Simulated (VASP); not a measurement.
# Al2BP3 (I-4m2) in VASP: relaxation of cell and atoms with PBE

Aim: the relaxation of cell and atoms of Al2BP3 with PBE.

All numbers are computed with VASP 6.6.1; they aren't measurements. Logs are shortened: lines on timing, memory, paths and dates and some standing lists are left out, and cuts for length are marked.

**1. The cell of the first run**

It takes space group I-4m2 (No. 119, tetragonal). The conventional cell has a = 3.623 Å, b = 3.623 Å, c = 16.085 Å, α = 90.00°, β = 90.00°, γ = 90.00°. Al (site symmetry 2mm) has 4 P at 2.33 to 2.34 Å within 3.1 Å. B (site symmetry -4m2) has 4 P at 2.11 Å within 2.8 Å. P (site symmetry 2mm) has 2 B at 2.11 Å and 2 Al at 2.34 Å within 2.8 Å. P (site symmetry -4m2) has 4 Al at 2.33 Å within 3.1 Å.

**2. Relaxation of cell and atoms, PBE**

Input file INCAR:

```
  PREC = Accurate
  ENCUT = 600
  EDIFF = 1E-7
  ISMEAR = 0
  SIGMA = 0.02
  LREAL = False
  LASPH = True
  NELM = 60
  ALGO = Normal
  ISIF = 3
  LWAVE = False
  LCHARG = False
  GGA = PE
  IBRION = 2
  NSW = 100
  EDIFFG = -0.01
```

Input file KPOINTS:

```
Automatic mesh
0
Gamma
  10 10 10
```

Input file POSCAR:

```
Al2BP3
1.0
   -1.8114234209      1.8114234209      8.0424843087
    1.8114234209     -1.8114234209      8.0424843087
    1.8114234209      1.8114234209     -8.0424843087
Al B P
2 1 3
Direct
    0.8406411993      0.8406411993      0.0000000000
    0.1593588007      0.1593588007      0.0000000000
    0.5000000000      0.5000000000      0.0000000000
    0.5669263342      0.0669263342      0.5000000000
    0.2500000000      0.7500000000      0.5000000000
    0.9330736658      0.4330736658      0.5000000000
```

Potentials or basis: VASP PAW PBE potentials, release 64 (Al, B, P).

On the command line:

```bash
cat potpaw_PBE.64/Al/POTCAR potpaw_PBE.64/B/POTCAR potpaw_PBE.64/P/POTCAR > POTCAR
mpirun -np 1 vasp_std > vasp.out
```

OUTCAR:

```text
PREC = Accurate
   ENCUT = 600
   EDIFF = 1E-7
   ISMEAR = 0
   LREAL = False
   LASPH = True
   NELM = 60
   ISIF = 3
   GGA = PE
   IBRION = 2
   NSW = 100
   EDIFFG = -0.01

 ion  position               nearest neighbor table
   1  0.841  0.841  0.000-   5 2.33   5 2.33   6 2.34   6 2.34
   2  0.159  0.159  0.000-   5 2.33   5 2.33   4 2.34   4 2.34
   3  0.500  0.500  0.000-   4 2.11   6 2.11   4 2.11   6 2.11
   4  0.567  0.067  0.500-   3 2.11   3 2.11   2 2.34   2 2.34
   5  0.250  0.750  0.500-   1 2.33   2 2.33   1 2.33   2 2.33
   6  0.933  0.433  0.500-   3 2.11   3 2.11   1 2.34   1 2.34

  LATTYP: Found a body centered tetragonal cell.
 ALAT       =     3.6228468418
 C/A-ratio  =     4.4398698923

  Lattice vectors:

 A1 = (  -1.8114234209,   1.8114234209,   8.0424843087)
 A2 = (   1.8114234209,  -1.8114234209,   8.0424843087)
 A3 = (   1.8114234209,   1.8114234209,  -8.0424843087)

Analysis of symmetry for initial positions (statically):
=====================================================================
 Subroutine PRICEL returns:
 Original cell was already a primitive cell.

 Routine SETGRP: Setting up the symmetry group for a
 body centered tetragonal supercell.

 Subroutine GETGRP returns: Found  8 space group operations
 (whereof  8 operations were pure point group operations)
 out of a pool of 16 trial point group operations.

The static configuration has the point symmetry D_2d.

Analysis of symmetry for dynamics (positions and initial velocities):
=====================================================================
 Subroutine PRICEL returns:
 Original cell was already a primitive cell.

 Routine SETGRP: Setting up the symmetry group for a
 body centered tetragonal supercell.

 Subroutine GETGRP returns: Found  8 space group operations
 (whereof  8 operations were pure point group operations)
 out of a pool of 16 trial point group operations.

The dynamic configuration has the point symmetry D_2d.

 Subroutine INISYM returns: Found  8 space group operations
 (whereof  8 operations are pure point group operations),
 and found     1 'primitive' translations

----------------------------------------------------------------------------------------

                                     Primitive cell

  volume of cell :     105.5578

  direct lattice vectors                    reciprocal lattice vectors
    -1.811423421  1.811423421  8.042484309     0.000000000  0.276026021  0.062169845
     1.811423421 -1.811423421  8.042484309     0.276026021  0.000000000  0.062169845
     1.811423421  1.811423421 -8.042484309     0.276026021  0.276026021  0.000000000

  length of vectors
     8.440619851  8.440619851  8.440619851     0.282940725  0.282940725  0.390359743

  position of ions in fractional coordinates (direct lattice)
     0.840641199  0.840641199  0.000000000
     0.159358801  0.159358801  0.000000000
     0.500000000  0.500000000  0.000000000
     0.566926334  0.066926334  0.500000000
     0.250000000  0.750000000  0.500000000
     0.933073666  0.433073666  0.500000000

  ion indices of the primitive-cell ions
   primitive index   ion index
                 1           1
                 2           2
                 3           3
                 4           4
                 5           5
                 6           6

----------------------------------------------------------------------------------------

 KPOINTS: Automatic mesh

Automatic generation of k-mesh.
 Grid dimensions read from file:
[... 71 lines left out ...]
   ISIF   =      3    stress and relaxation
   ISYM   =      2    0-nonsym 1-usesym 2-fastsym
   POTIM  = 0.5000    time-step for ionic-motion
   TEBEG  =    0.0;   TEEND  =   0.0 temperature during run
   PSTRESS=    0.0 pullay stress
   NELECT =      24.0000    total number of electrons
   NUPDOWN=      -1.0000    fix difference up-down
   EMIN   =  10.00;   EMAX   =-10.00  energy-range for DOS
   EFERMI =   0.00;   METHOD = LEGACY
   ISMEAR =     0;   SIGMA  =   0.02  broadening in eV -4-tet -1-fermi 0-gaus
   EFERMI_NEDOS =   21; number of points for ismear=-14 and -15
   IALGO  =     38    algorithm
   IMIX   =      4    mixing-type and parameters
     AMIX     =   0.40;   BMIX     =  1.00
     AMIX_MAG =   1.60;   BMIX_MAG =  1.00
  volume/ion in A,a.u.               =      17.59       118.72
  Fermi-wavevector in a.u.,A,eV,Ry     =   0.999191  1.888197 13.583821  0.998383
  Thomas-Fermi vector in A             =   2.131465
   LORBIT       =      0    0 simple, 1 ext, 2 COOP (PROOUT), +10 PAW based schemes
   GGA     = PE    functional components
   LHFCALC =     F    Hartree Fock is set to
   AEXX    =    0.0000 exact exchange contribution
   IVDW    =     0    specifies the selected vdW correction
   LEPSILON=     F    determine dielectric tensor
   LRPA    =     F    only Hartree local field effects (RPA)
 conjugate gradient relaxation of ions
 non-spin polarized calculation
 Gauss-broadening in eV      SIGMA  =   0.02
  energy-cutoff  :      600.00
  volume of cell :      105.56
 maximum number of plane-waves:      3539
 NGX is ok and might be reduce to    70
   NGX = 33   NGY = 33   NGZ = 33

--------------------------------------- Ionic step        1  -------------------------------------------

 number of electron      24.0000000 magnetization

 Free energy of the ion-electron system (eV)
  ---------------------------------------------------
  ext. energy  EPLUGINS =         0.00000000
  ---------------------------------------------------
  free energy    TOTEN  =       -32.35163292 eV

  energy without entropy =      -32.35163292  energy(sigma->0) =      -32.35163292

------------------------ aborting loop because EDIFF is reached ----------------------------------------

  FORCE on cell =-STRESS in cart. coord.  units (eV):
  Direction    XX          YY          ZZ          XY          YZ          ZX
  --------------------------------------------------------------------------------------
  -------------------------------------------------------------------------------------
  Total        0.0157426      0.0157426      0.1421037      0.0000000      0.0000000     -0.0000000
  in kB        0.2389442      0.2389442      2.1568786      0.0000000      0.0000000     -0.0000000
  external PRESSURE =       0.8782556 kB  Pullay stress =       0.0000000 kB

 VOLUME and BASIS-vectors are now :
 -----------------------------------------------------------------------------
  energy-cutoff  :      600.00
  volume of cell :      105.56
      direct lattice vectors                 reciprocal lattice vectors
    -1.811423421  1.811423421  8.042484309     0.000000000  0.276026021  0.062169845
     1.811423421 -1.811423421  8.042484309     0.276026021  0.000000000  0.062169845
     1.811423421  1.811423421 -8.042484309     0.276026021  0.276026021  0.000000000

 POSITION                                       TOTAL-FORCE (eV/Angst)
 -----------------------------------------------------------------------------------
      0.00000      0.00000     13.52169        -0.000000     -0.000000      0.015725
      0.00000      0.00000      2.56328         0.000000      0.000000     -0.015725
      0.00000      0.00000      8.04248         0.000000      0.000000      0.000000
     -0.00000      1.81142      1.07651        -0.000000     -0.000000     -0.017450
      1.81142     -0.00000      4.02124         0.000000      0.000000      0.000000
      0.00000      1.81142      6.96598        -0.000000     -0.000000      0.017450
 -----------------------------------------------------------------------------------
    total drift:                                0.000000     -0.000000     -0.000000

  FREE ENERGIE OF THE ION-ELECTRON SYSTEM (eV)
  ---------------------------------------------------
  free  energy   TOTEN  =       -32.3516329188 eV

  energy  without entropy=      -32.3516329188  energy(sigma->0) =      -32.35163292

--------------------------------------- Ionic step        2  -------------------------------------------

 number of electron      24.0000000 magnetization

 Free energy of the ion-electron system (eV)
  ---------------------------------------------------
  ext. energy  EPLUGINS =         0.00000000
  ---------------------------------------------------
  free energy    TOTEN  =       -32.35173356 eV

  energy without entropy =      -32.35173356  energy(sigma->0) =      -32.35173356

 E-fermi :   5.6593     XC(G=0):  -9.6095

 val. band max:        5.5515208373   @ k =   0.0000   0.0000   0.0000
 cond. band min:       6.4524520250   @ k =   0.5000   0.5000   0.5000
 fundamental gap:      0.9009311878
 Fermi energy:         5.6593263310

 k-point     1 :       0.0000    0.0000    0.0000
  band No.  band energies     occupation
      1      -7.4827      2.00000
      2      -5.7178      2.00000
      3      -5.1464      2.00000
      4       0.3913      2.00000
      5       0.6124      2.00000
      6       2.1763      2.00000
[... 433 lines left out ...]
      3      -4.3654      2.00000
      4      -1.4320      2.00000
      5       0.0468      2.00000
      6       0.4725      2.00000
[... 8 lines left out ...]
     15       9.0742      0.00000
     16       9.2671      0.00000

 [... further k-points ...]
[... 5 lines left out ...]
  --------------------------------------------------------------------------------------
  -------------------------------------------------------------------------------------
  Total       -0.0582401     -0.0582401     -0.0137425      0.0000000     -0.0000000     -0.0000000
  in kB       -0.8827483     -0.8827483     -0.2082961      0.0000000     -0.0000000     -0.0000000
  external PRESSURE =      -0.6579309 kB  Pullay stress =       0.0000000 kB

 VOLUME and BASIS-vectors are now :
 -----------------------------------------------------------------------------
  energy-cutoff  :      600.00
  volume of cell :      105.71
      direct lattice vectors                 reciprocal lattice vectors
    -1.811652706  1.811652706  8.051673461     0.000000000  0.275991087  0.062098892
     1.811652706 -1.811652706  8.051673461     0.275991087  0.000000000  0.062098892
     1.811652706  1.811652706 -8.051673461     0.275991087  0.275991087  0.000000000

 POSITION                                       TOTAL-FORCE (eV/Angst)
 -----------------------------------------------------------------------------------
      1.81165      1.81165      5.48622        -0.000000      0.000000      0.007481
      0.00000      0.00000      2.56545        -0.000000      0.000000     -0.007481
      0.00000      0.00000      8.05167         0.000000      0.000000     -0.000000
     -0.00000      1.81165      1.07690         0.000000     -0.000000     -0.006156
      1.81165      0.00000      4.02584         0.000000      0.000000     -0.000000
      0.00000      1.81165      6.97478         0.000000     -0.000000      0.006156
 -----------------------------------------------------------------------------------
    total drift:                                0.000000     -0.000000      0.000000

  FREE ENERGIE OF THE ION-ELECTRON SYSTEM (eV)
  ---------------------------------------------------
  free  energy   TOTEN  =       -32.3517335629 eV

  energy  without entropy=      -32.3517335629  energy(sigma->0) =      -32.35173356

 reached required accuracy - stopping structural energy minimisation
```

It took 21 min on 1 thread of Intel Xeon Platinum 8488C (Sapphire Rapids), shared host; peak memory 0.85 GiB.

What came out:

- Free energy: -32.3517 eV
- Relaxed volume: 17.62 Å³/atom
- Relaxed cell: a = 8.449 Å, b = 8.449 Å, c = 8.449 Å, α = 155.24°, β = 155.24°, γ = 35.30°
- Space group after relaxing (to 0.1 Å): I-4m2 (No. 119)
- Energy gained by relaxing: 0.0 meV/atom
- Ionic steps: 2
- Pressure after relaxing: -0.1 GPa
- Largest force after relaxing: 0.007 eV/Å
- Band gap on the k mesh: 0.90 eV (least direct gap 1.06 eV)

Forces in eV/Å, atoms in the order of the input:
```
Al   0.000  0.000  0.007
Al   0.000  0.000 -0.007
B    0.000  0.000  0.000
P    0.000  0.000 -0.006
P    0.000  0.000  0.000
P    0.000  0.000  0.006
```

The path:
```csv
step,energy change (eV),largest force (eV/Å),pressure (GPa),volume (Å³)
1,0.0000,0.0174,0.09,105.56
2,-0.0001,0.0075,-0.07,105.71
```

Final structure:
```
Al B P
1.0
    -1.81165    1.81165    8.05167
     1.81165   -1.81165    8.05167
     1.81165    1.81165   -8.05167
Al B P
2 1 3
Direct
  0.84069 0.84069 0.00000
  0.15931 0.15931 0.00000
  0.50000 0.50000 0.00000
  0.56687 0.06687 0.50000
  0.25000 0.75000 0.50000
  0.93313 0.43313 0.50000
```

A k mesh can miss the band edges.
